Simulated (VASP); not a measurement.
# Ta6H2CN6 in VASP: single point with PBE+D3(BJ)

Aim: the single point of Ta6H2CN6 with PBE+D3(BJ).

Program: VASP 6.6.1. These are calculated values, not measurements. Logs are shortened: lines on timing, memory, paths and dates and some standing lists are left out, and cuts for length are marked.

**1. The cell of the first run**

The cell holds a slab with vacuum, 30 atoms: a = 6.201 Å, b = 6.201 Å, c = 22.385 Å, α = 90.00°, β = 90.00°, γ = 90.00°.

**2. Single point, PBE+D3(BJ)**

Contents of INCAR:

```
SYSTEM = Ta6H2CN6
ALGO     = Normal         ! electronic algorithm
DIPOL    = 0.5 0.5 0.498
EDIFF    = 1E-6           ! SCF threshold, eV
ENCUT    = 520            ! plane-wave cutoff, eV
GGA      = PE             ! functional
IDIPOL   = 3            
ISIF     = 2              ! what is computed and relaxed
ISMEAR   = 0              ! smearing method
IVDW     = 12             ! dispersion correction
LASPH    = .True.         ! aspherical terms in the spheres
LCHARG   = .False.        ! write CHGCAR
LDIPOL   = .True.       
LREAL    = Auto         
LWAVE    = .False.        ! write WAVECAR
NBANDS   = 123            ! bands
NELM     = 100            ! most SCF steps
PREC     = Accurate       ! precision mode
SIGMA    = 0.1            ! smearing width, eV
```

Contents of KPOINTS:

```
k-points
0
Gamma
  3 3 1
  0 0 0
```

Contents of POSCAR:

```
Ta6H2CN6
1.0
    6.2014901195      0.0000000000      0.0000000000
    0.0000000000      6.2014901195      0.0000000000
    0.0000000000      0.0000000000     22.3851157170
Ta N C H
12 12 2 4
Direct
    0.5000000000      0.5000000000      0.3573803281
    0.5000000000      0.0000000000      0.3573803281
    0.0000000000      0.5000000000      0.3573803281
    0.0000000000      0.0000000000      0.3573803281
    0.7426502240      0.7679282112      0.4567919973
    0.7417559908      0.2241277310      0.4522778317
    0.2461415133      0.7241911532      0.4542574995
    0.2506659605      0.2821765369      0.4538279117
   -0.0106917485     -0.0126045238      0.5455361546
    0.0056358352      0.5092829552      0.5450060880
    0.5122688357     -0.0061192186      0.5451486222
    0.4989341942      0.5048800545      0.5658846901
    0.2500000000      0.2500000000      0.3573803281
    0.2500000000      0.7500000000      0.3573803281
    0.7500000000      0.2500000000      0.3573803281
    0.7500000000      0.7500000000      0.3573803281
    0.5237079251      0.5013013014      0.4556861435
    0.4633194160     -0.0033875558      0.4511284357
   -0.0349279118      0.4933386945      0.4516466688
    0.0242876859      0.0058463479      0.4527508150
    0.7519384303      0.7472805828      0.5675770347
    0.7576683685      0.2456899232      0.5528765004
    0.2478867873      0.7639043865      0.5557416945
    0.2520158996      0.2502568693      0.5538024297
    0.3927132562      0.5591841487      0.6604197358
    0.5615769393      0.3994084420      0.6596195073
    0.2273997299      0.5084058870      0.6704385415
    0.4265699256      0.7220824548      0.6765656016
    0.7231169300      0.4426205440      0.6751696771
    0.5212177556      0.2309009711      0.6690731842
```

Potentials or basis: VASP PAW PBE potentials, release 64 (Ta_pv, N, C, H).

The run is started by

```
$ cat potpaw_PBE.64/Ta_pv/POTCAR potpaw_PBE.64/N/POTCAR potpaw_PBE.64/C/POTCAR potpaw_PBE.64/H/POTCAR > POTCAR
$ mpirun -np 1 vasp_std > vasp.out
```

OUTCAR:

```text
SYSTEM = Ta6H2CN6
   EDIFF = 1E-6
   ENCUT = 520
   GGA = PE
   ISIF = 2
   ISMEAR = 0
   IVDW = 12
   LASPH = .True.
   LREAL = Auto
   NELM = 100
   PREC = Accurate
 IVDW          = 12

 ion  position               nearest neighbor table
   1  0.500  0.500  0.357-  13 2.19  14 2.19  15 2.19  16 2.19  17 2.21   8 2.98   7 3.02   3 3.10
                             2 3.10   2 3.10   3 3.10   6 3.11   5 3.16
   2  0.500  0.000  0.357-  18 2.11  14 2.19  15 2.19  16 2.19  13 2.19   6 2.95   5 3.05   4 3.10
                             1 3.10   1 3.10   4 3.10   7 3.18   8 3.18
   3  0.000  0.500  0.357-  19 2.12  14 2.19  15 2.19  16 2.19  13 2.19   8 2.98   7 2.99   4 3.10
                             1 3.10   4 3.10   1 3.10   6 3.16   5 3.20
   4  0.000  0.000  0.357-  20 2.14  14 2.19  15 2.19  16 2.19  13 2.19   6 3.00   5 3.09   3 3.10
                             2 3.10   3 3.10   2 3.10   7 3.16   8 3.18
   5  0.743  0.768  0.457-  17 2.14  19 2.19  16 2.23  18 2.24  20 2.29  21 2.48  11 2.81   6 2.83
                             9 2.85  10 3.02   2 3.05   7 3.09   4 3.09   7 3.13   1 3.16   3 3.20
   6  0.742  0.224  0.452-  15 2.13  19 2.17  17 2.19  20 2.21  18 2.23  22 2.26   5 2.83  11 2.90
                             2 2.95   9 2.98   4 3.00   8 3.07   1 3.11   3 3.16   8 3.18  10 3.18
   7  0.246  0.724  0.454-  18 2.16  14 2.17  17 2.21  20 2.22  19 2.26  23 2.29   8 2.74  10 2.85
                             3 2.99   1 3.02   9 3.06   5 3.09  11 3.11   5 3.13   4 3.16   2 3.18
   8  0.251  0.282  0.454-  13 2.17  17 2.17  19 2.20  18 2.21  20 2.22  24 2.25   7 2.74  10 2.91
                             1 2.98   3 2.98   6 3.07  11 3.16   6 3.18   2 3.18   4 3.18   9 3.19
   9  0.989  0.987  0.546-  20 2.09  23 2.13  21 2.15  22 2.16  24 2.31   5 2.85  11 2.96  10 2.97
                             6 2.98   7 3.06   8 3.19  10 3.24  11 3.24
  10  0.006  0.509  0.545-  19 2.11  23 2.19  21 2.22  24 2.23  22 2.25   7 2.85   8 2.91   9 2.97
                             5 3.02  12 3.09  12 3.18   6 3.18   9 3.24
  11  0.512  0.994  0.545-  18 2.13  23 2.19  22 2.19  21 2.19  24 2.27   5 2.81   6 2.90   9 2.96
                            12 3.07   7 3.11   8 3.16  12 3.20   9 3.24
  12  0.499  0.505  0.566-  21 2.17  24 2.22  26 2.23  25 2.24  23 2.25  22 2.29  17 2.47  11 3.07
                            10 3.09  10 3.18  11 3.20   7 3.25   8 3.25   5 3.30   6 3.43
  13  0.250  0.250  0.357-   8 2.17   2 2.19   3 2.19   4 2.19   1 2.19
  14  0.250  0.750  0.357-   7 2.17   2 2.19   3 2.19   4 2.19   1 2.19
  15  0.750  0.250  0.357-   6 2.13   2 2.19   3 2.19   4 2.19   1 2.19
  16  0.750  0.750  0.357-   1 2.19   2 2.19   3 2.19   4 2.19   5 2.23
  17  0.524  0.501  0.456-   5 2.14   8 2.17   6 2.19   1 2.21   7 2.21  12 2.47
  18  0.463  0.997  0.451-   2 2.11  11 2.13   7 2.16   8 2.21   6 2.23   5 2.24
  19  0.965  0.493  0.452-  10 2.11   3 2.12   6 2.17   5 2.19   8 2.20   7 2.26
  20  0.024  0.006  0.453-   9 2.09   4 2.14   6 2.21   8 2.22   7 2.22   5 2.29
  21  0.752  0.747  0.568-   9 2.15  12 2.17  11 2.19  10 2.22   5 2.48
  22  0.758  0.246  0.553-   9 2.16  11 2.19  10 2.25   6 2.26  12 2.29
  23  0.248  0.764  0.556-   9 2.13  11 2.19  10 2.19  12 2.25   7 2.29
  24  0.252  0.250  0.554-  12 2.22  10 2.23   8 2.25  11 2.27   9 2.31
  25  0.393  0.559  0.660-  28 1.09  27 1.10  26 1.44  12 2.24
  26  0.562  0.399  0.660-  29 1.09  30 1.10  25 1.44  12 2.23
  27  0.227  0.508  0.670-  25 1.10
  28  0.427  0.722  0.677-  25 1.09
  29  0.723  0.443  0.675-  26 1.09
  30  0.521  0.231  0.669-  26 1.10

  LATTYP: Found a simple tetragonal cell.
 ALAT       =     6.2014901195
 C/A-ratio  =     3.6096349886

  Lattice vectors:
[... 200 lines left out ...]
  energy-cutoff  :      520.00
  volume of cell :      860.90
 maximum number of plane-waves:     23207
 NGX is ok and might be reduce to    48
   NGX = 23   NGY = 23   NGZ = 83

 dipolmoment           0.000000      0.000000     -2.885160 electrons x Angstroem

 number of electron     204.0000005 magnetization

 dipolmoment           0.000000      0.000000      0.014707 electrons x Angstroem

 Free energy of the ion-electron system (eV)
  ---------------------------------------------------
  ext. energy  EPLUGINS =         0.00000000
  ---------------------------------------------------
  free energy    TOTEN  =      -288.51319616 eV

  energy without entropy =     -288.44258536  energy(sigma->0) =     -288.47789076

 E-fermi :   0.4093     XC(G=0):  -5.3405

 val. band max:        0.3771852265   @ k =   0.0000   0.3333   0.0000
 cond. band min:       0.4246244866   @ k =   0.3333   0.3333   0.0000
 fundamental gap:      0.0474392601
 Fermi energy:         0.4092852719

 k-point     1 :       0.0000    0.0000    0.0000
  band No.  band energies     occupation
      1     -35.9748      2.00000
      2     -35.9487      2.00000
      3     -35.9427      2.00000
      4     -35.8844      2.00000
      5     -35.8610      2.00000
      6     -35.8312      2.00000
[... 574 lines left out ...]
    113       1.8072      0.00000
    114       1.8754      0.00000
 [bands above 114 left out]

------------------------ aborting loop because EDIFF is reached ----------------------------------------

 vacuum level on the upper side and lower side of the slab       (xc-potential included)        -0.088        -0.152

 Edisp (eV)   -7.92312

 E8    (eV) :    -3.7109

  FORCE on cell =-STRESS in cart. coord.  units (eV):
  Direction    XX          YY          ZZ          XY          YZ          ZX
  --------------------------------------------------------------------------------------
  -------------------------------------------------------------------------------------
  Total     -21.77097   -26.20403     0.57338     0.10986    -0.00009     0.03254
  in kB     -40.51696   -48.76714     1.06709     0.20445    -0.00017     0.06055
  external pressure =      -29.41 kB  Pullay stress =        0.00 kB

 VOLUME and BASIS-vectors are now :
 -----------------------------------------------------------------------------
  energy-cutoff  :      520.00
  volume of cell :      860.90
      direct lattice vectors                 reciprocal lattice vectors
     6.201490119  0.000000000  0.000000000     0.161251567  0.000000000  0.000000000
     0.000000000  6.201490119  0.000000000     0.000000000  0.161251567  0.000000000
     0.000000000  0.000000000 22.385115717     0.000000000  0.000000000  0.044672541

 POSITION                                       TOTAL-FORCE (eV/Angst)
 -----------------------------------------------------------------------------------
      3.10075      3.10075      8.00000        -0.172107     -0.321332      1.592643
      3.10075      0.00000      8.00000         0.378878      0.250471      1.704211
      0.00000      3.10075      8.00000         0.312480     -0.104351      1.628010
      0.00000      0.00000      8.00000        -0.288253      0.059030      1.826120
      4.60554      4.76230     10.22534         0.014410     -0.002204      0.006817
      4.59999      1.38993     10.12429         0.005728      0.000228      0.015472
[... 22 lines left out ...]
      4.48440      2.74491     15.11375         0.025606      0.002889      0.001430
      3.23233      1.43193     14.97728        -0.008440     -0.032168     -0.006069
 -----------------------------------------------------------------------------------
    total drift:                                0.006764      0.000506      0.008928

  FREE ENERGIE OF THE ION-ELECTRON SYSTEM (eV)
  ---------------------------------------------------
  free  energy   TOTEN  =      -296.4363209087 eV

  energy  without entropy=     -296.3657101086  energy(sigma->0) =     -296.40101551

 vacuum level on the upper side and lower side of the slab         4.094         3.999
```

OSZICAR:

```text
N       E                     dE             d eps       ncg     rms          rms(c)
DAV:   1     0.190887153945E+04    0.19089E+04   -0.10837E+05  1470   0.146E+03
DAV:   2    -0.149815189110E+03   -0.20587E+04   -0.20169E+04  1501   0.388E+02
DAV:   3    -0.326824465118E+03   -0.17701E+03   -0.17367E+03  1468   0.106E+02
[... 25 lines left out ...]
DAV:  29    -0.288513173274E+03   -0.15500E-04   -0.40826E-07   884   0.148E-03    0.987E-04
DAV:  30    -0.288513185942E+03   -0.12668E-04   -0.37132E-07   900   0.127E-03    0.708E-04
DAV:  31    -0.288513192707E+03   -0.67656E-05   -0.22966E-07   828   0.116E-03    0.372E-04
DAV:  32    -0.288513195372E+03   -0.26645E-05   -0.94137E-08   772   0.652E-04    0.271E-04
DAV:  33    -0.288513196160E+03   -0.78836E-06   -0.55796E-08   732   0.453E-04
   1 F= -.29643632E+03 E0= -.29640102E+03  d E =-.706108E-01
```

stdout:

```text
POSCAR found type information on POSCAR TaN C H
 POSCAR found :  4 types and      30 ions
 scaLAPACK will be used
 LDA part: xc-table for (Slater+PW92), standard interpolation
 POSCAR, INCAR and KPOINTS ok, starting setup
 FFT: planning ... GRIDC
 FFT: planning ... GRID_SOFT
 FFT: planning ... GRID
 WAVECAR not read
 entering main loop
```

It took 45 min on 1 thread of AMD EPYC 7R13, shared host; peak memory 0.96 GiB.

What came out:

```yaml
Free_energy: -296.4363 eV
Largest_force: 2.322 eV/Å
Band_gap_on_the_k_mesh: zero (band 102 reaches 0.68 eV, above the bottom of band 103 at 0.25 eV)
Dispersion_energy_per_atom: -0.264 eV
```

Forces on the atoms (eV/Å):
```
Ta  -0.172 -0.321  1.593
Ta   0.379  0.250  1.704
Ta   0.312 -0.104  1.628
Ta  -0.288  0.059  1.826
Ta   0.014 -0.002  0.007
Ta   0.006  0.000  0.015
Ta  -0.001 -0.003  0.006
Ta  -0.002 -0.002  0.001
Ta  -0.001  0.002  0.041
Ta   0.005 -0.003  0.020
Ta  -0.002  0.000  0.024
Ta  -0.010  0.001  0.002
N   -0.021 -0.237 -2.187
N   -0.144 -0.140 -1.558
N   -0.066  0.308 -2.300
N   -0.010  0.188 -0.914
N    0.009  0.003  0.013
N   -0.005  0.002 -0.004
N   -0.009 -0.007 -0.004
N    0.000  0.003 -0.011
N   -0.013 -0.022  0.023
N   -0.002  0.021  0.022
N   -0.005  0.001  0.018
N    0.004  0.001  0.011
C   -0.017 -0.006  0.007
C    0.028  0.007  0.027
H   -0.020 -0.004 -0.008
H    0.013  0.034  0.003
H    0.026  0.003  0.001
H   -0.008 -0.032 -0.006
```

Caveat: spin-orbit coupling is left out, which moves the levels of the heavy elements.
